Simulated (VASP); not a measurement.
## Ta: single point with BLYP

The system is Ta.

```xyz
1
Lattice="-1.6318 1.6318 1.6318 1.6318 -1.6318 1.6318 1.6318 1.6318 -1.6318" Properties=species:S:1:pos:R:3 pbc="T T T"
Ta    0.0000    0.0000    0.0000
```

This cell differs from its parent crystal: volume scaled by 0.92.

| Item | Value |
| --- | --- |
| Program | VASP 6.6.1 |
| Task | single point |
| Functional | BLYP |
| Potentials or basis | VASP PAW PBE potentials, release 64 (Ta_pv) |
| Cutoff | 520 eV |
| k mesh | 22 × 22 × 22 |
| Occupations | fermi-dirac, width 0.1 eV |
| Spin | no spin polarisation |

* Pressure: 18.6 GPa

Levels at points of the mesh, in eV from the Fermi level:
| k point | band 2 | band 3 | band 4 | band 5 | band 6 | band 7 | band 8 | band 9 | band 10 | band 11 |
| --- | --- | --- | --- | --- | --- | --- | --- | --- | --- | --- |
| (0.00, 0.00, 0.00) | -32.83 | -32.83 | -7.90 | 0.60 | 0.60 | 0.60 | 4.02 | 4.02 | 14.19 | 15.33 |
| (0.50, 0.00, 0.00) | -33.26 | -32.84 | -4.52 | -1.74 | 2.01 | 3.91 | 4.95 | 7.98 | 12.22 | 12.30 |
| (0.50, 0.50, 0.50) | -33.76 | -33.76 | -4.03 | -4.03 | 6.97 | 6.97 | 6.97 | 9.18 | 9.18 | 9.18 |

Run time: 79 s on 1 thread of Intel Xeon 8259CL (shared host), peak memory 0.19 GiB.

Caveat: the PAW data sets were made with another functional, which shifts forces and pressure a little; spin-orbit coupling is left out, which moves the levels of the heavy elements.
